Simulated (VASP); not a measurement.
# Si (Fd-3m) in VASP: notebook

The runs below take Si through single point, with PBEsol.

Everything below comes from runs of VASP 6.6.1. Logs are shortened: lines on timing, memory, paths and dates and some standing lists are left out, and cuts for length are marked.

## (1) The cell of the first run

Symmetry: Fd-3m, No. 227, cubic system. The conventional cell has a = 5.434 Å, b = 5.434 Å, c = 5.434 Å, α = 90.00°, β = 90.00°, γ = 90.00°. Within 3.1 Å of Si (site symmetry -43m) lie 4 Si at 2.35 Å.

## (2) Single point, PBEsol

INCAR reads:

```
SYSTEM = Si
  PREC = Accurate
  ENCUT = 500
  EDIFF = 1E-6
  ISMEAR = 0
  SIGMA = 0.02
  LREAL = .False.
  LASPH = .True.
  NELM = 120
  ALGO = Normal
  ISIF = 2
  LWAVE = .False.
  LCHARG = .False.
  GGA = PS
  NBANDS = 11
  GGA_COMPAT = .False.
```

KPOINTS reads:

```
Automatic mesh
0
Gamma
  10 10 10
  0 0 0
```

POSCAR reads:

```
Si
1.0
    0.0000000000      2.7168304308      2.7168304308
    2.7168304308      0.0000000000      2.7168304308
    2.7168304308      2.7168304308      0.0000000000
Si
2
Direct
    0.0000000000      0.0000000000      0.0000000000
    0.2500000000      0.2500000000      0.2500000000
```

Potentials or basis: VASP PAW PBE potentials, release 64 (Si).

Run with:

```
$ cat potpaw_PBE.64/Si/POTCAR > POTCAR
$ mpirun -np 1 vasp_std > vasp.out
```

OUTCAR:

```text
SYSTEM = Si
   PREC = Accurate
   ENCUT = 500
   EDIFF = 1E-6
   ISMEAR = 0
   LREAL = .False.
   LASPH = .True.
   NELM = 120
   ISIF = 2
   GGA = PS

 ion  position               nearest neighbor table
   1  0.000  0.000  0.000-   2 2.35   2 2.35   2 2.35   2 2.35
   2  0.250  0.250  0.250-   1 2.35   1 2.35   1 2.35   1 2.35

  LATTYP: Found a face centered cubic cell.
 ALAT       =     5.4336608616

  Lattice vectors:

 A1 = (   0.0000000000,   2.7168304308,   2.7168304308)
 A2 = (   2.7168304308,   0.0000000000,   2.7168304308)
 A3 = (   2.7168304308,   2.7168304308,   0.0000000000)

Analysis of symmetry for initial positions (statically):
=====================================================================
 Subroutine PRICEL returns:
 Original cell was already a primitive cell.

 Routine SETGRP: Setting up the symmetry group for a
 face centered cubic supercell.

 Subroutine GETGRP returns: Found 48 space group operations
 (whereof 24 operations were pure point group operations)
 out of a pool of 48 trial point group operations.

The static configuration has the point symmetry T_d .
 The point group associated with its full space group is O_h .

Analysis of symmetry for dynamics (positions and initial velocities):
=====================================================================
 Subroutine PRICEL returns:
 Original cell was already a primitive cell.

 Routine SETGRP: Setting up the symmetry group for a
 face centered cubic supercell.

 Subroutine GETGRP returns: Found 48 space group operations
 (whereof 24 operations were pure point group operations)
 out of a pool of 48 trial point group operations.

The dynamic configuration has the point symmetry T_d .
 The point group associated with its full space group is O_h .

 Subroutine INISYM returns: Found 48 space group operations
 (whereof 24 operations are pure point group operations),
 and found     1 'primitive' translations

----------------------------------------------------------------------------------------

                                     Primitive cell

  volume of cell :      40.1068

  direct lattice vectors                    reciprocal lattice vectors
     0.000000000  2.716830431  2.716830431    -0.184037986  0.184037986  0.184037986
     2.716830431  0.000000000  2.716830431     0.184037986 -0.184037986  0.184037986
     2.716830431  2.716830431  0.000000000     0.184037986  0.184037986 -0.184037986

  length of vectors
     3.842178442  3.842178442  3.842178442     0.318763142  0.318763142  0.318763142

  position of ions in fractional coordinates (direct lattice)
     0.000000000  0.000000000  0.000000000
     0.250000000  0.250000000  0.250000000

  ion indices of the primitive-cell ions
   primitive index   ion index
                 1           1
                 2           2

----------------------------------------------------------------------------------------

 KPOINTS: Automatic mesh

Automatic generation of k-mesh.
 Grid dimensions read from file:
 generate k-points for:   10   10   10

 Generating k-lattice:

  Cartesian coordinates                     Fractional coordinates (reciprocal lattice)
    -0.018403799  0.018403799  0.018403799     0.100000000  0.000000000  0.000000000
     0.018403799 -0.018403799  0.018403799     0.000000000  0.100000000  0.000000000
     0.018403799  0.018403799 -0.018403799     0.000000000  0.000000000  0.100000000

  Length of vectors
     0.031876314  0.031876314  0.031876314

  Shift w.r.t. Gamma in fractional coordinates (k-lattice)
     0.000000000  0.000000000  0.000000000

 Subroutine IBZKPT returns following result:
 ===========================================

 Found     47 irreducible k-points:

 Following reciprocal coordinates:
            Coordinates               Weight
  0.000000  0.000000  0.000000      1.000000
  0.100000  0.000000  0.000000      8.000000
  0.200000  0.000000  0.000000      8.000000
  0.300000  0.000000  0.000000      8.000000
  0.400000  0.000000  0.000000      8.000000
  0.500000  0.000000  0.000000      4.000000
[... 16 lines left out ...]
  0.300000  0.300000  0.000000      6.000000
  0.400000  0.300000  0.000000     24.000000
 [... further k-points ...]
   k-points           NKPTS =     47   k-points in BZ     NKDIM =     47   number of bands    NBANDS=     11
   number of dos      NEDOS =    301   number of ions     NIONS =      2
   total plane-waves  NPLWV =  21952
   dimension x,y,z NGX =    28 NGY =   28 NGZ =   28
   dimension x,y,z NGXF=    56 NGYF=   56 NGZF=   56
   ions per type =               2
   NGX,Y,Z   is equivalent  to a cutoff of  12.12, 12.12, 12.12 a.u.
   NGXF,Y,Z  is equivalent  to a cutoff of  24.23, 24.23, 24.23 a.u.
 SYSTEM =  Si
   PREC   = accura    normal or accurate (medium, high low for compatibility)
   ISTART =      0    job   : 0-new  1-cont  2-samecut
   ICHARG =      2    charge: 1-file 2-atom 10-const
   ISPIN  =      1    spin polarized calculation?
   LNONCOLLINEAR =      F non collinear calculations
   LSORBIT =      F    spin-orbit coupling
   LASPH  =      T    aspherical Exc in radial PAW
   ENCUT  =  500.0 eV  36.75 Ry    6.06 a.u.   7.01  7.01  7.01*2*pi/ulx,y,z
   NELM   =    120;   NELMIN=  2; NELMDL= -5     # of ELM steps
   EDIFF  = 0.1E-05   stopping-criterion for ELM
   LREAL  =      F    real-space projection
   EDIFFG = 0.1E-04   stopping-criterion for IOM
   NSW    =      0    number of steps for IOM
   IBRION =     -1    ionic relax: 0-MD 1-quasi-New 2-CG
   NFREE  =      0    steps in history (QN), initial steepest desc. (CG)
   ISIF   =      2    stress and relaxation
   ISYM   =      2    0-nonsym 1-usesym 2-fastsym
   POTIM  = 0.5000    time-step for ionic-motion
   TEBEG  =    0.0;   TEEND  =   0.0 temperature during run
   PSTRESS=    0.0 pullay stress
   NELECT =       8.0000    total number of electrons
   NUPDOWN=      -1.0000    fix difference up-down
   EMIN   =  10.00;   EMAX   =-10.00  energy-range for DOS
   EFERMI =   0.00;   METHOD = LEGACY
   ISMEAR =     0;   SIGMA  =   0.02  broadening in eV -4-tet -1-fermi 0-gaus
   EFERMI_NEDOS =   21; number of points for ismear=-14 and -15
   IALGO  =     38    algorithm
   IMIX   =      4    mixing-type and parameters
     AMIX     =   0.40;   BMIX     =  1.00
     AMIX_MAG =   1.60;   BMIX_MAG =  1.00
  volume/ion in A,a.u.               =      20.05       135.33
  Fermi-wavevector in a.u.,A,eV,Ry     =   0.956531  1.807581 12.448667  0.914951
  Thomas-Fermi vector in A             =   2.085467
   LORBIT       =      0    0 simple, 1 ext, 2 COOP (PROOUT), +10 PAW based schemes
   GGA     = PS    functional components
   LHFCALC =     F    Hartree Fock is set to
   AEXX    =    0.0000 exact exchange contribution
   IVDW    =     0    specifies the selected vdW correction
   LEPSILON=     F    determine dielectric tensor
   LRPA    =     F    only Hartree local field effects (RPA)
 non-spin polarized calculation
 Gauss-broadening in eV      SIGMA  =   0.02
  energy-cutoff  :      500.00
  volume of cell :       40.11
 maximum number of plane-waves:      1034
   NGX = 13   NGY = 13   NGZ = 13

 number of electron       8.0000001 magnetization

 Free energy of the ion-electron system (eV)
  ---------------------------------------------------
  ext. energy  EPLUGINS =         0.00000000
  ---------------------------------------------------
  free energy    TOTEN  =       -11.49263676 eV

  energy without entropy =      -11.49263676  energy(sigma->0) =      -11.49263676

 E-fermi :   5.9403     XC(G=0):  -9.5474

 val. band max:        5.7735367057   @ k =   0.0000   0.0000   0.0000
 cond. band min:       6.2428743462   @ k =   0.4000   0.4000   0.0000
 fundamental gap:      0.4693376406
 Fermi energy:         5.9403064198

 k-point     1 :       0.0000    0.0000    0.0000
  band No.  band energies     occupation
      1      -6.2056      2.00000
      2       5.7735      2.00000
      3       5.7735      2.00000
      4       5.7735      2.00000
      5       8.2902      0.00000
      6       8.2902      0.00000
      7       8.2902      0.00000
      8       9.0791      0.00000
      9      13.4610      0.00000
     10      13.4610      0.00000
     11      13.4772      0.00000

 k-point     2 :       0.1000    0.0000    0.0000
  band No.  band energies     occupation
      1      -6.0744      2.00000
      2       4.6170      2.00000
      3       5.5727      2.00000
      4       5.5727      2.00000
      5       8.2905      0.00000
      6       8.5848      0.00000
      7       8.5848      0.00000
      8      10.0073      0.00000
      9      13.0873      0.00000
     10      13.0873      0.00000
     11      14.0289      0.00000

 k-point     3 :       0.2000    0.0000    0.0000
  band No.  band energies     occupation
      1      -5.6868      2.00000
      2       2.7458      2.00000
      3       5.1897      2.00000
      4       5.1897      2.00000
      5       7.9242      0.00000
      6       9.0922      0.00000
      7       9.0922      0.00000
      8      11.7562      0.00000
      9      12.7590      0.00000
     10      12.7590      0.00000
     11      14.7036      0.00000

 k-point     4 :       0.3000    0.0000    0.0000
  band No.  band energies     occupation
      1      -5.0690      2.00000
      2       0.9534      2.00000
      3       4.8546      2.00000
      4       4.8546      2.00000
      5       7.5572      0.00000
      6       9.2527      0.00000
      7       9.2527      0.00000
      8      13.2894      0.00000
      9      13.3053      0.00000
     10      13.3053      0.00000
     11      14.4934      0.00000

 k-point     5 :       0.4000    0.0000    0.0000
  band No.  band energies     occupation
      1      -4.3171      2.00000
      2      -0.5296      2.00000
      3       4.6428      2.00000
      4       4.6428      2.00000
      5       7.3159      0.00000
      6       9.1260      0.00000
      7       9.1260      0.00000
      8      13.4071      0.00000
      9      14.7020      0.00000
     10      14.7020      0.00000
     11      15.7396      0.00000
[... 211 lines left out ...]
 k-point    21 :      -0.3000    0.2000    0.0000
  band No.  band energies     occupation
      1      -4.1309      2.00000
      2       0.0426      2.00000
      3       2.2807      2.00000
      4       4.4505      2.00000
      5       8.1469      0.00000
      6      10.2510      0.00000
      7      10.3084      0.00000
      8      12.4007      0.00000
      9      12.5235      0.00000
     10      15.2329      0.00000
     11      17.5396      0.00000

 k-point    22 :      -0.2000    0.2000    0.0000
  band No.  band energies     occupation
      1      -4.8526      2.00000
      2       1.2876      2.00000
      3       2.7335      2.00000
      4       4.9253      2.00000
      5       8.6003      0.00000
      6       9.7192      0.00000
      7      10.0128      0.00000
      8      11.4216      0.00000
      9      11.8118      0.00000
     10      16.3381      0.00000
     11      16.5075      0.00000

 k-point    23 :       0.3000    0.3000    0.0000
  band No.  band energies     occupation
      1      -4.6524      2.00000
      2       1.3558      2.00000
      3       3.5275      2.00000
      4       3.5275      2.00000
      5       6.5338      0.00000
      6       8.0727      0.00000
      7      12.3844      0.00000
      8      12.3844      0.00000
      9      14.8341      0.00000
     10      15.1988      0.00000
     11      18.0402      0.00000

 k-point    24 :       0.4000    0.3000    0.0000
  band No.  band energies     occupation
      1      -4.0376      2.00000
      2       0.3490      2.00000
      3       2.8876      2.00000
      4       3.3224      2.00000
      5       6.7214      0.00000
      6       7.9087      0.00000
      7      12.6775      0.00000
      8      12.7971      0.00000
      9      16.2089      0.00000
     10      16.4755      0.00000
     11      17.8069      0.00000

 [... further k-points ...]
[... 5 lines left out ...]
  --------------------------------------------------------------------------------------
  -------------------------------------------------------------------------------------
  Total        0.0271933      0.0271933      0.0271933      0.0000000      0.0000000      0.0000000
  in kB        1.0863130      1.0863130      1.0863130      0.0000000      0.0000000      0.0000000
  external PRESSURE =       1.0863130 kB  Pullay stress =       0.0000000 kB

 VOLUME and BASIS-vectors are now :
 -----------------------------------------------------------------------------
  energy-cutoff  :      500.00
  volume of cell :       40.11
      direct lattice vectors                 reciprocal lattice vectors
     0.000000000  2.716830431  2.716830431    -0.184037986  0.184037986  0.184037986
     2.716830431  0.000000000  2.716830431     0.184037986 -0.184037986  0.184037986
     2.716830431  2.716830431  0.000000000     0.184037986  0.184037986 -0.184037986

 POSITION                                       TOTAL-FORCE (eV/Angst)
 -----------------------------------------------------------------------------------
      0.00000      0.00000      0.00000        -0.000000     -0.000000     -0.000000
      1.35842      1.35842      1.35842         0.000000      0.000000      0.000000
 -----------------------------------------------------------------------------------
    total drift:                                0.000000      0.000000     -0.000000

  FREE ENERGIE OF THE ION-ELECTRON SYSTEM (eV)
  ---------------------------------------------------
  free  energy   TOTEN  =       -11.4926367579 eV

  energy  without entropy=      -11.4926367579  energy(sigma->0) =      -11.49263676
```

Wall time 13 s (1 thread of Intel Xeon Platinum 8488C (Sapphire Rapids), shared host); peak memory 0.15 GiB.

Results:

* Free energy: -11.4926 eV
* Pressure: 0.1 GPa
* Band gap on the k mesh: 0.47 eV, indirect (least direct gap 2.52 eV)

Caveat: the PAW data sets were made with another functional, which shifts forces and pressure a little. A k mesh can miss the band edges.

## (3) Single point, PBEsol

INCAR reads:

```
SYSTEM = Si
  PREC = Accurate
  ENCUT = 500
  EDIFF = 1E-6
  ISMEAR = 0
  SIGMA = 0.01
  LREAL = .FALSE.
  LASPH = .TRUE.
  NELM = 120
  ALGO = Normal
  ISIF = 2
  LWAVE = .FALSE.
  LCHARG = .FALSE.
  GGA = PS
  NBANDS = 11
  GGA_COMPAT = .FALSE.
```

KPOINTS reads:

```
regular mesh
0
G
  10 10 10
  0 0 0
```

POSCAR is that of step 2.

Potentials or basis: VASP PAW PBE potentials, release 64 (Si).

Run with:

```
$ cat potpaw_PBE.64/Si/POTCAR > POTCAR
$ mpirun -np 1 vasp_std > vasp.out
```

It took 12 s on 1 thread of Intel Xeon Platinum 8488C (Sapphire Rapids), shared host; peak memory 0.15 GiB.

The run converged. Its results:

| Property | Result |
| --- | --- |
| Free energy | -11.4926 eV |
| Pressure | 0.1 GPa |
| Band gap on the k mesh | 0.47 eV, indirect (least direct gap 2.52 eV) |

Levels at points of the mesh, in eV from the valence-band top:
```tsv
k point	band 2	band 3	band 4	band 5	band 6	band 7
(0.00, 0.00, 0.00)	0.00	0.00	0.00	2.52	2.52	2.52
(0.50, 0.00, 0.00)	-7.01	-1.20	-1.20	1.46	3.27	3.27
(0.50, 0.50, 0.00)	-7.82	-2.87	-2.87	0.59	0.59	10.05
```

Caveat: the PAW data sets were made with another functional, which shifts forces and pressure a little. A k mesh can miss the band edges.

## (4) Single point, PBEsol

INCAR reads:

```
PREC = Accurate ; ENCUT = 500
EDIFF = 1E-6 ; ISMEAR = 0
SIGMA = 0.01 ; LREAL = F
LASPH = T ; NELM = 120
ALGO = Normal ; ISIF = 2
LWAVE = F ; LCHARG = F
GGA = PS ; NBANDS = 11
GGA_COMPAT = F
```

KPOINTS reads:

```
Automatic mesh
0
Gamma
  10 10 10
```

POSCAR is that of step 3.

Run with:

```
$ cat potpaw_PBE.64/Si/POTCAR > POTCAR
$ mpirun -np 1 vasp_std > vasp.out
```

Run time: 11 s. Hardware: 1 thread of Intel Xeon Platinum 8488C (Sapphire Rapids), shared host; peak memory 0.15 GiB.

It converged, with:

```
Free energy            : -11.4926 eV
Pressure               : 0.1 GPa
Band gap on the k mesh : 0.47 eV, indirect (least direct gap 2.52 eV)
```

Levels at points of the mesh, in eV from the valence-band top:
| k point | band 1 | band 2 | band 3 | band 4 | band 5 | band 6 | band 7 | band 8 | band 9 |
| --- | --- | --- | --- | --- | --- | --- | --- | --- | --- |
| (0.00, 0.00, 0.00) | -11.98 | 0.00 | 0.00 | 0.00 | 2.52 | 2.52 | 2.52 | 3.31 | 7.69 |
| (0.50, 0.00, 0.00) | -9.63 | -7.01 | -1.20 | -1.20 | 1.46 | 3.27 | 3.27 | 7.51 | 10.51 |
| (0.50, 0.50, 0.00) | -7.82 | -7.82 | -2.87 | -2.87 | 0.59 | 0.59 | 10.05 | 10.05 | 10.93 |

Caveat: the PAW data sets were made with another functional, which shifts forces and pressure a little. A hybrid or GW would open this gap; PBEsol tends to underestimate it.
